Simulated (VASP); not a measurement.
A run of VASP 6.6.1 is set up as follows.

The input INCAR:

```
PREC = Accurate ; ENCUT = 520
EDIFF = 1E-6 ; ISMEAR = 0
SIGMA = 0.1 ; LREAL = False
LASPH = True ; NELM = 60
ALGO = Normal ; ISIF = 2
LWAVE = False ; LCHARG = True
GGA = PE ; LELF = True
LVHAR = True ; NBANDS = 16
```

The input KPOINTS:

```
Automatic mesh
0
Gamma
  6 6 2
```

File POSCAR:

```
AlN
1.0
    2.6923545806      0.0000000000      0.0000000000
    0.0000000000      2.6923545806      0.0000000000
    0.0000000000      0.0000000000     10.0065142590
Al N
2 2
Direct
    0.5000000000      0.5000000000      0.2500000000
    0.5000000000      0.5000000000      0.7500000000
    0.0000000000      0.0000000000      0.2500000000
    0.0000000000      0.0000000000      0.7500000000
```

Potentials or basis: VASP PAW PBE potentials, release 64 (Al, N).

The run is started by

```sh
$ cat potpaw_PBE.64/Al/POTCAR potpaw_PBE.64/N/POTCAR > POTCAR
$ mpirun -np 1 vasp_std > vasp.out
```

Problem. What does it give for the band gap on the k mesh?

Solution. 0.93 eV.

Problem. Predict the pressure.

Solution. -0.1 GPa.

Stress tensor (GPa, compression positive):
```
-0.15  0.00  0.00
 0.00 -0.15  0.00
 0.00  0.00 -0.01
```

A k mesh can miss the band edges.
